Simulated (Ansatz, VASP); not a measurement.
## V: VASP beside Ansatz

```
CELL_PARAMETERS angstrom
-1.49921 1.49921 1.51435
1.49921 -1.49921 1.51435
1.49921 1.49921 -1.51435
ATOMIC_POSITIONS crystal
V 0.00000 0.00000 0.00000
```

Change from the starting cell: strain = -0.01.

Alike in both runs: task single point; functional PBE; k mesh 9 × 9 × 9; occupations fermi-dirac, width 0.05 eV; collinear spin.

|  | VASP | Ansatz |
| --- | --- | --- |
| version | VASP 6.6.1 | Ansatz 0.2.0 |
| potentials or method | VASP PAW PBE potentials, release 64 (V_sv), cutoff 520 eV | all-electron LAPW, scalar-relativistic |

|  | VASP | Ansatz | Ansatz less VASP |
| --- | --- | --- | --- |
| gap on the k mesh at the Fermi level (eV) | none | none | - |
| pressure (GPa) | -2.2 | -2.4 | -0.23 |
| traceless stress, the component that is largest in VASP (GPa) | -0.29 | -0.30 | -0.010 |
| net moment per atom (μB) | 0.03 | 0.06 | +0.030 |
| size of the moment on the site where the two differ most (μB) | 0.02 | 0.05 | +0.026 |

Site moments also hang on the region over which each program counts them. A gap of «none» marks a metal or a gap that the smearing closes. Ansatz ran all-electron here, and VASP with PAW potentials.

Noted on Ansatz's run: the k mesh is thin for a metal, which can move the energy by tens of meV per atom.
